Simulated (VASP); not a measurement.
CdSe: single point with r2SCAN

The system is CdSe.

```xyz
4
Lattice="4.2969 0.0000 0.0000 -2.1484 3.7212 0.0000 0.0000 0.0000 7.0046" Properties=species:S:1:pos:R:3 pbc="T T T"
Cd    0.0000    2.4808    0.0316
Cd    2.1484    1.2404    3.5339
Se    0.0000    2.4808    2.6652
Se    2.1484    1.2404    6.1675
```

```yaml
Program: VASP 6.6.1
Task: single point
Functional: r2SCAN
Potentials_or_basis: VASP PAW PBE potentials, release 64 (Cd, Se)
Cutoff: 520 eV
k_mesh: 6 × 6 × 4
Occupations: gaussian, width 0.02 eV
Spin: no spin polarisation
Dipole_correction: no
Further_INCAR_settings: ALGO = Normal; EDIFF = 1e-06; NBANDS = 26
```

- Pressure: 2.0 GPa
- Largest force: 0.004 eV/Å
- Band gap on the k mesh: 1.17 eV

Forces on the atoms (eV/Å):
```
Cd   0.000  0.000  0.004
Cd   0.000  0.000  0.004
Se   0.000  0.000 -0.004
Se   0.000  0.000 -0.004
```

Levels at points of the mesh, in eV from the valence-band top:
```tsv
k point	band 15	band 16	band 17	band 18	band 19	band 20	band 21	band 22
(0.00, 0.00, 0.00)	-0.78	-0.05	0.00	0.00	1.17	2.67	6.38	6.38
(0.50, 0.00, 0.00)	-2.72	-1.91	-1.36	-0.77	3.70	3.70	5.09	6.67
(0.00, 0.00, 0.50)	-0.41	-0.41	-0.41	-0.41	2.85	2.85	6.32	6.32
(0.50, 0.00, 0.50)	-1.39	-1.39	-1.38	-1.38	3.35	3.35	5.28	5.28
```

It took 5.4 min on 1 thread of Intel Xeon 8259CL (shared host), peak memory 0.26 GiB.

Caveat: the PAW data sets were made with another functional, which shifts forces and pressure a little.
